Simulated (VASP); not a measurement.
# Si2Mo in VASP: further runs

Si2Mo is run at these levels: PBE; tasks: relaxation of shape and atoms at fixed volume, single point.

Everything below comes from runs of VASP 6.6.1. Logs are shortened: lines on timing, memory, paths and dates and some standing lists are left out, and cuts for length are marked.

## 1. The cell of the first run

The structure is tetragonal, space group I4/mmm (No. 139). Conventional cell: a = 3.154 Å, b = 3.154 Å, c = 7.742 Å, α = 90.00°, β = 90.00°, γ = 90.00°. Within 3.4 Å of Si (site symmetry 4mm) lie 9 Si at 2.56 to 3.15 Å and 5 Mo at 2.57 to 2.59 Å. Within 3.4 Å of Mo (site symmetry 4/mmm) lie 10 Si at 2.57 to 2.59 Å and 4 Mo at 3.15 Å.

## 2. Relaxation of shape and atoms at fixed volume, PBE (12.83 Å³/atom)

The input, INCAR:

```
SYSTEM = Si2Mo
PREC     = Accurate       ! precision mode
ENCUT    = 600            ! plane-wave cutoff, eV
EDIFF    = 1E-7           ! SCF threshold, eV
ISMEAR   = 0              ! smearing method
SIGMA    = 0.05           ! smearing width, eV
LREAL    = .FALSE.        ! projectors in reciprocal space
LASPH    = .TRUE.         ! aspherical terms in the spheres
NELM     = 80             ! most SCF steps
ALGO     = Normal         ! electronic algorithm
ISIF     = 4              ! what is computed and relaxed
LWAVE    = .FALSE.        ! write WAVECAR
LCHARG   = .FALSE.        ! write CHGCAR
GGA      = PE             ! functional
IBRION   = 2              ! ionic algorithm
NSW      = 60             ! ionic steps
EDIFFG   = -0.01          ! ionic threshold
```

The input, KPOINTS:

```
Automatic mesh
0
G
  14 14 14
  0 0 0
```

The input, POSCAR:

```
Si2Mo
1.0
   -1.5768792142      1.5768792142      3.8708373395
    1.5768792142     -1.5768792142      3.8708373395
    1.5768792142      1.5768792142     -3.8708373395
Si Mo
2 1
Direct
    0.3345069689      0.3345069689      0.0000000000
    0.6654930311      0.6654930311      0.0000000000
    0.0000000000      0.0000000000      0.0000000000
```

Potentials or basis: VASP PAW PBE potentials, release 64 (Si, Mo_sv).

Started as:

```
$ cat potpaw_PBE.64/Si/POTCAR potpaw_PBE.64/Mo_sv/POTCAR > POTCAR
$ mpirun -np 1 vasp_std > vasp.out
```

OUTCAR:

```text
SYSTEM = Si2Mo
   PREC = Accurate
   ENCUT = 600
   EDIFF = 1E-7
   ISMEAR = 0
   LREAL = .FALSE.
   LASPH = .TRUE.
   NELM = 80
   ISIF = 4
   GGA = PE
   IBRION = 2
   NSW = 60
   EDIFFG = -0.01

 ion  position               nearest neighbor table
   1  0.335  0.335  0.000-   2 2.56   3 2.57   3 2.57   3 2.57   3 2.57   2 2.59   2 2.59   2 2.59
                             2 2.59   3 2.59
   2  0.665  0.665  0.000-   1 2.56   3 2.57   3 2.57   3 2.57   3 2.57   1 2.59   1 2.59   1 2.59
                             1 2.59   3 2.59
   3  0.000  0.000  0.000-   2 2.57   2 2.57   2 2.57   1 2.57   2 2.57   1 2.57   1 2.57   1 2.57
                             1 2.59   2 2.59

  LATTYP: Found a body centered tetragonal cell.
 ALAT       =     3.1537584284
 C/A-ratio  =     2.4547456169

  Lattice vectors:

 A1 = (  -1.5768792142,   1.5768792142,   3.8708373395)
 A2 = (   1.5768792142,  -1.5768792142,   3.8708373395)
 A3 = (   1.5768792142,   1.5768792142,  -3.8708373395)

Analysis of symmetry for initial positions (statically):
=====================================================================
 Subroutine PRICEL returns:
 Original cell was already a primitive cell.

 Routine SETGRP: Setting up the symmetry group for a
 body centered tetragonal supercell.

 Subroutine GETGRP returns: Found 16 space group operations
 (whereof 16 operations were pure point group operations)
 out of a pool of 16 trial point group operations.

The static configuration has the point symmetry D_4h.

Analysis of symmetry for dynamics (positions and initial velocities):
=====================================================================
 Subroutine PRICEL returns:
 Original cell was already a primitive cell.

 Routine SETGRP: Setting up the symmetry group for a
 body centered tetragonal supercell.

 Subroutine GETGRP returns: Found 16 space group operations
 (whereof 16 operations were pure point group operations)
 out of a pool of 16 trial point group operations.

The dynamic configuration has the point symmetry D_4h.

 Subroutine INISYM returns: Found 16 space group operations
 (whereof 16 operations are pure point group operations),
 and found     1 'primitive' translations

----------------------------------------------------------------------------------------

                                     Primitive cell

  volume of cell :      38.5001

  direct lattice vectors                    reciprocal lattice vectors
    -1.576879214  1.576879214  3.870837339     0.000000000  0.317081990  0.129171018
     1.576879214 -1.576879214  3.870837339     0.317081990  0.000000000  0.129171018
     1.576879214  1.576879214 -3.870837339     0.317081990  0.317081990  0.000000000

  length of vectors
     4.467267377  4.467267377  4.467267377     0.342383032  0.342383032  0.448421651

  position of ions in fractional coordinates (direct lattice)
     0.334506969  0.334506969  0.000000000
     0.665493031  0.665493031  0.000000000
     0.000000000  0.000000000  0.000000000

  ion indices of the primitive-cell ions
   primitive index   ion index
                 1           1
                 2           2
                 3           3

----------------------------------------------------------------------------------------

 KPOINTS: Automatic mesh

Automatic generation of k-mesh.
 Grid dimensions read from file:
 generate k-points for:   14   14   14

 Generating k-lattice:

  Cartesian coordinates                     Fractional coordinates (reciprocal lattice)
     0.000000000  0.022648714  0.009226501     0.071428571  0.000000000 -0.000000000
     0.022648714  0.000000000  0.009226501     0.000000000  0.071428571 -0.000000000
     0.022648714  0.022648714  0.000000000     0.000000000  0.000000000  0.071428571

  Length of vectors
     0.024455931  0.024455931  0.032030118

  Shift w.r.t. Gamma in fractional coordinates (k-lattice)
     0.000000000  0.000000000  0.000000000

 Subroutine IBZKPT returns following result:
 ===========================================

 Found    244 irreducible k-points:

 Following reciprocal coordinates:
            Coordinates               Weight
  0.000000  0.000000  0.000000      1.000000
  0.071429  0.000000 -0.000000      8.000000
  0.142857 -0.000000  0.000000      8.000000
  0.214286  0.000000  0.000000      8.000000
  0.285714  0.000000  0.000000      8.000000
  0.357143  0.000000  0.000000      8.000000
[... 16 lines left out ...]
  0.214286  0.142857  0.000000     16.000000
  0.285714  0.142857  0.000000     16.000000
 [... further k-points ...]
   k-points           NKPTS =    244   k-points in BZ     NKDIM =    244   number of bands    NBANDS=     15
   number of dos      NEDOS =    301   number of ions     NIONS =      3
   total plane-waves  NPLWV =  46656
   dimension x,y,z NGX =    36 NGY =   36 NGZ =   36
   dimension x,y,z NGXF=    72 NGYF=   72 NGZF=   72
   ions per type =               2   1
   NGX,Y,Z   is equivalent  to a cutoff of  13.40, 13.40, 13.40 a.u.
   NGXF,Y,Z  is equivalent  to a cutoff of  26.79, 26.79, 26.79 a.u.
 SYSTEM =  Si2Mo
   PREC   = accura    normal or accurate (medium, high low for compatibility)
   ISTART =      0    job   : 0-new  1-cont  2-samecut
   ICHARG =      2    charge: 1-file 2-atom 10-const
   ISPIN  =      1    spin polarized calculation?
   LNONCOLLINEAR =      F non collinear calculations
   LSORBIT =      F    spin-orbit coupling
   LASPH  =      T    aspherical Exc in radial PAW
   ENCUT  =  600.0 eV  44.10 Ry    6.64 a.u.   8.92  8.92  8.92*2*pi/ulx,y,z
   NELM   =     80;   NELMIN=  2; NELMDL= -5     # of ELM steps
   EDIFF  = 0.1E-06   stopping-criterion for ELM
   LREAL  =      F    real-space projection
   EDIFFG = -.1E-01   stopping-criterion for IOM
   NSW    =     60    number of steps for IOM
   IBRION =      2    ionic relax: 0-MD 1-quasi-New 2-CG
   NFREE  =      1    steps in history (QN), initial steepest desc. (CG)
   ISIF   =      4    stress and relaxation
   ISYM   =      2    0-nonsym 1-usesym 2-fastsym
   POTIM  = 0.5000    time-step for ionic-motion
   TEBEG  =    0.0;   TEEND  =   0.0 temperature during run
   PSTRESS=    0.0 pullay stress
   NELECT =      22.0000    total number of electrons
   NUPDOWN=      -1.0000    fix difference up-down
   EMIN   =  10.00;   EMAX   =-10.00  energy-range for DOS
   EFERMI =   0.00;   METHOD = LEGACY
   ISMEAR =     0;   SIGMA  =   0.05  broadening in eV -4-tet -1-fermi 0-gaus
   EFERMI_NEDOS =   21; number of points for ismear=-14 and -15
   IALGO  =     38    algorithm
   IMIX   =      4    mixing-type and parameters
     AMIX     =   0.40;   BMIX     =  1.00
     AMIX_MAG =   1.60;   BMIX_MAG =  1.00
  volume/ion in A,a.u.               =      12.83        86.60
  Fermi-wavevector in a.u.,A,eV,Ry     =   1.358507  2.567206 25.110104  1.845541
  Thomas-Fermi vector in A             =   2.485334
   LORBIT       =      0    0 simple, 1 ext, 2 COOP (PROOUT), +10 PAW based schemes
   GGA     = PE    functional components
   LHFCALC =     F    Hartree Fock is set to
   AEXX    =    0.0000 exact exchange contribution
   IVDW    =     0    specifies the selected vdW correction
   LEPSILON=     F    determine dielectric tensor
   LRPA    =     F    only Hartree local field effects (RPA)
 conjugate gradient relaxation of ions
 non-spin polarized calculation
 Gauss-broadening in eV      SIGMA  =   0.05
  energy-cutoff  :      600.00
  volume of cell :       38.50
 maximum number of plane-waves:      1304
   NGX = 17   NGY = 17   NGZ = 17

--------------------------------------- Ionic step        1  -------------------------------------------

 number of electron      22.0000000 magnetization

 Free energy of the ion-electron system (eV)
  ---------------------------------------------------
  ext. energy  EPLUGINS =         0.00000000
  ---------------------------------------------------
  free energy    TOTEN  =       -23.17172058 eV

  energy without entropy =      -23.17120396  energy(sigma->0) =      -23.17146227

------------------------ aborting loop because EDIFF is reached ----------------------------------------

  FORCE on cell =-STRESS in cart. coord.  units (eV):
  Direction    XX          YY          ZZ          XY          YZ          ZX
  --------------------------------------------------------------------------------------
  -------------------------------------------------------------------------------------
  Total        3.1547258      3.1547258      3.2615931      0.0000000     -0.0000000      0.0000000
  in kB      131.2835850    131.2835850    135.7308579      0.0000000     -0.0000000      0.0000000
  external PRESSURE =     132.7660093 kB  Pullay stress =       0.0000000 kB
[... 59 lines left out ...]
  energy  without entropy=      -23.1713413746  energy(sigma->0) =      -23.17158684

--------------------------------------- Ionic step        3  -------------------------------------------

 number of electron      22.0000000 magnetization

 Free energy of the ion-electron system (eV)
  ---------------------------------------------------
  ext. energy  EPLUGINS =         0.00000000
  ---------------------------------------------------
  free energy    TOTEN  =       -23.17184440 eV

  energy without entropy =      -23.17134877  energy(sigma->0) =      -23.17159658

 E-fermi :  12.9794     XC(G=0): -12.6393

 val. band max:       12.8845095995   @ k =  -0.3571  -0.4286   0.3571
 cond. band min:      12.9884440558   @ k =   0.5000   0.5000   0.2857
 fundamental gap:      0.1039344563
 Fermi energy:        12.9794090993

 k-point     1 :       0.0000    0.0000    0.0000
  band No.  band energies     occupation
      1     -47.7298      2.00000
      2     -21.9195      2.00000
      3     -21.8084      2.00000
      4     -21.8084      2.00000
      5      -0.8447      2.00000
      6       6.2808      2.00000
      7       9.5408      2.00000
      8       9.6831      2.00000
      9      10.1922      2.00000
     10      10.1922      2.00000
     11      13.3543      0.00000
     12      15.9426      0.00000
     13      16.3583      0.00000
     14      16.6495      0.00000
     15      16.6495      0.00000
[... 397 lines left out ...]
 k-point    24 :       0.2857    0.1429    0.0000
  band No.  band energies     occupation
      1     -47.7115      2.00000
      2     -21.9893      2.00000
      3     -21.9022      2.00000
      4     -21.8469      2.00000
      5       1.1318      2.00000
      6       5.4093      2.00000
      7       7.6313      2.00000
      8       9.4105      2.00000
      9      10.2452      2.00000
     10      10.5387      2.00000
     11      11.1016      2.00000
     12      14.8913      0.00000
     13      15.4243      0.00000
     14      16.7672      0.00000
     15      17.9562      0.00000

 [... further k-points ...]
[... 5 lines left out ...]
  --------------------------------------------------------------------------------------
  -------------------------------------------------------------------------------------
  Total        3.1856725      3.1856725      3.1538729      0.0000000      0.0000000     -0.0000000
  in kB      132.5714296    132.5714296    131.2480916      0.0000000      0.0000000     -0.0000000
  external PRESSURE =     132.1303170 kB  Pullay stress =       0.0000000 kB
[... 18 lines left out ...]
  FREE ENERGIE OF THE ION-ELECTRON SYSTEM (eV)
  ---------------------------------------------------
  free  energy   TOTEN  =       -23.1718444025 eV

  energy  without entropy=      -23.1713487650  energy(sigma->0) =      -23.17159658

 reached required accuracy - stopping structural energy minimisation
```

Wall time 7.2 min (1 thread of Intel Xeon Platinum 8175M at 2.50GHz (Skylake/Cascade Lake), shared host); peak memory 0.33 GiB.

Results:

```
Free energy                  : -23.1718 eV
Energy gained by relaxing    : 0.0 meV/atom
Ionic steps                  : 3
Pressure after relaxing      : 13.2 GPa
Largest force after relaxing : 0.008 eV/Å
Band gap on the k mesh       : zero (bands 11 and 12 overlap by 1.01 eV)
```

Forces on the atoms (eV/Å):
```
Si   0.000  0.000 -0.008
Si   0.000  0.000  0.008
Mo   0.000  0.000  0.000
```

Stress tensor (GPa, compression positive):
```
13.26  0.00  0.00
 0.00 13.26  0.00
 0.00  0.00 13.12
```

Step by step:
```csv
step,energy change (eV),largest force (eV/Å),pressure (GPa),volume (Å³)
1,0.0000,0.0459,13.28,38.50
2,-0.0001,0.0032,13.20,38.50
3,-0.0001,0.0084,13.21,38.50
```

Final structure:
```yaml
crystal:
  lattice:
    - [-1.57619, 1.57619, 3.87422]
    - [1.57619, -1.57619, 3.87422]
    - [1.57619, 1.57619, -3.87422]
  atoms:
    - { symbol: Si, position: [0.33429, 0.33429, 0.00000] }
    - { symbol: Si, position: [0.66571, 0.66571, 0.00000] }
    - { symbol: Mo, position: [0.00000, 0.00000, 0.00000] }
```

## 3. Relaxation of shape and atoms at fixed volume, PBE (13.04 Å³/atom)

This run uses another cell than the first one, of 13.04 Å³/atom.

The input, INCAR:

```
PREC     = Accurate       # precision mode
ENCUT    = 600            # plane-wave cutoff, eV
EDIFF    = 1E-6           # SCF threshold, eV
ISMEAR   = 0              # smearing method
SIGMA    = 0.05           # smearing width, eV
LREAL    = F              # projectors in reciprocal space
LASPH    = T              # aspherical terms in the spheres
NELM     = 60             # most SCF steps
ALGO     = Normal         # electronic algorithm
ISIF     = 4              # what is computed and relaxed
LWAVE    = F              # write WAVECAR
LCHARG   = F              # write CHGCAR
GGA      = PE             # functional
IBRION   = 2              # ionic algorithm
NSW      = 60             # ionic steps
EDIFFG   = -0.01          # ionic threshold
```

The input, KPOINTS:

```
Automatic mesh
0
Gamma
  14 14 14
```

The input, POSCAR:

```
Si2Mo
1.0
   -1.5859730348      1.5859730348      3.8873138460
    1.5859730348     -1.5859730348      3.8873138460
    1.5859730348      1.5859730348     -3.8873138460
Si Mo
2 1
Direct
    0.3348192695      0.3348192695      0.0000000000
    0.6651807305      0.6651807305      0.0000000000
    0.0000000000      0.0000000000      0.0000000000
```

Potentials or basis: VASP PAW PBE potentials, release 64 (Si, Mo_sv).

Started as:

```
$ cat potpaw_PBE.64/Si/POTCAR potpaw_PBE.64/Mo_sv/POTCAR > POTCAR
$ mpirun -np 1 vasp_std > vasp.out
```

OUTCAR:

```text
PREC = Accurate
   ENCUT = 600
   EDIFF = 1E-6
   ISMEAR = 0
   LREAL = F
   LASPH = T
   NELM = 60
   ISIF = 4
   GGA = PE
   IBRION = 2
   NSW = 60
   EDIFFG = -0.01

 ion  position               nearest neighbor table
   1  0.335  0.335  0.000-   2 2.57   3 2.58   3 2.58   3 2.58   3 2.58   2 2.60   2 2.60   2 2.60
                             2 2.60   3 2.60
   2  0.665  0.665  0.000-   1 2.57   3 2.58   3 2.58   3 2.58   3 2.58   1 2.60   1 2.60   1 2.60
                             1 2.60   3 2.60
   3  0.000  0.000  0.000-   2 2.58   2 2.58   1 2.58   1 2.58   2 2.58   2 2.58   1 2.58   1 2.58
                             1 2.60   2 2.60

  LATTYP: Found a body centered tetragonal cell.
 ALAT       =     3.1719460696
 C/A-ratio  =     2.4510592303

  Lattice vectors:

 A1 = (  -1.5859730348,   1.5859730348,   3.8873138460)
 A2 = (   1.5859730348,  -1.5859730348,   3.8873138460)
 A3 = (   1.5859730348,   1.5859730348,  -3.8873138460)

Analysis of symmetry for initial positions (statically):
=====================================================================
 Subroutine PRICEL returns:
 Original cell was already a primitive cell.

 Routine SETGRP: Setting up the symmetry group for a
 body centered tetragonal supercell.

 Subroutine GETGRP returns: Found 16 space group operations
 (whereof 16 operations were pure point group operations)
[... 276 lines left out ...]
--------------------------------------- Ionic step        4  -------------------------------------------

 number of electron      22.0000000 magnetization

 Free energy of the ion-electron system (eV)
  ---------------------------------------------------
  ext. energy  EPLUGINS =         0.00000000
  ---------------------------------------------------
  free energy    TOTEN  =       -23.21483804 eV

  energy without entropy =      -23.21431963  energy(sigma->0) =      -23.21457884

 E-fermi :  12.7373     XC(G=0): -12.5635

 val. band max:       12.6321735802   @ k =  -0.3571  -0.4286   0.3571
 cond. band min:      12.7391647284   @ k =  -0.4286  -0.4286   0.3571
 fundamental gap:      0.1069911482
 Fermi energy:        12.7372601824

 k-point     1 :       0.0000    0.0000    0.0000
  band No.  band energies     occupation
      1     -47.9943      2.00000
      2     -22.1700      2.00000
      3     -22.0723      2.00000
      4     -22.0723      2.00000
      5      -0.9609      2.00000
      6       6.1371      2.00000
      7       9.2936      2.00000
      8       9.5158      2.00000
      9       9.9890      2.00000
     10       9.9890      2.00000
     11      13.0915      0.00000
     12      15.7629      0.00000
     13      16.0076      0.00000
     14      16.3367      0.00000
[... 401 lines left out ...]
      2     -22.2416      2.00000
      3     -22.1538      2.00000
      4     -22.1083      2.00000
      5       0.9902      2.00000
      6       5.2267      2.00000
      7       7.4646      2.00000
      8       9.2201      2.00000
      9      10.0325      2.00000
     10      10.3406      2.00000
     11      10.8867      2.00000
     12      14.6075      0.00000
     13      15.1146      0.00000
     14      16.4537      0.00000
     15      17.6341      0.00000

 [... further k-points ...]
[... 5 lines left out ...]
  --------------------------------------------------------------------------------------
  -------------------------------------------------------------------------------------
  Total        2.2525352      2.2525352      2.2615884      0.0000000      0.0000000      0.0000000
  in kB       92.2743443     92.2743443     92.6452069      0.0000000      0.0000000      0.0000000
  external PRESSURE =      92.3979652 kB  Pullay stress =       0.0000000 kB
[... 18 lines left out ...]
  FREE ENERGIE OF THE ION-ELECTRON SYSTEM (eV)
  ---------------------------------------------------
  free  energy   TOTEN  =       -23.2148380421 eV

  energy  without entropy=      -23.2143196316  energy(sigma->0) =      -23.21457884

 reached required accuracy - stopping structural energy minimisation
```

It took 7 min on 1 thread of Intel Xeon Platinum 8175M at 2.50GHz (Skylake/Cascade Lake), shared host; peak memory 0.33 GiB.

Results:

| Quantity | Value |
| --- | --- |
| Free energy | -23.2148 eV |
| Energy gained by relaxing | 0.1 meV/atom |
| Ionic steps | 4 |
| Pressure after relaxing | 9.2 GPa |
| Largest force after relaxing | 0.004 eV/Å |
| Band gap on the k mesh | zero (bands 11 and 12 overlap by 1.00 eV) |

Forces on the atoms (eV/Å):
```
Si   0.000  0.000  0.004
Si   0.000  0.000 -0.004
Mo   0.000  0.000  0.000
```

The path:
```csv
step,energy change (eV),largest force (eV/Å),pressure (GPa),volume (Å³)
1,0.0000,0.0586,9.32,39.11
2,-0.0002,0.0003,9.22,39.11
3,-0.0002,0.0111,9.24,39.11
4,-0.0002,0.0035,9.24,39.11
```

Final structure:
```
Si Mo
1.0
    -1.58532    1.58532    3.89050
     1.58532   -1.58532    3.89050
     1.58532    1.58532   -3.89050
Si Mo
2 1
Cartesian
  0.0000 0.0000 2.6022
  0.0000 0.0000 5.1788
  1.5853 1.5853 3.8905
```

(Continued in part 2 of 2.)

The gap in the log of VASP goes by the Fermi energy; the results here count the filled bands.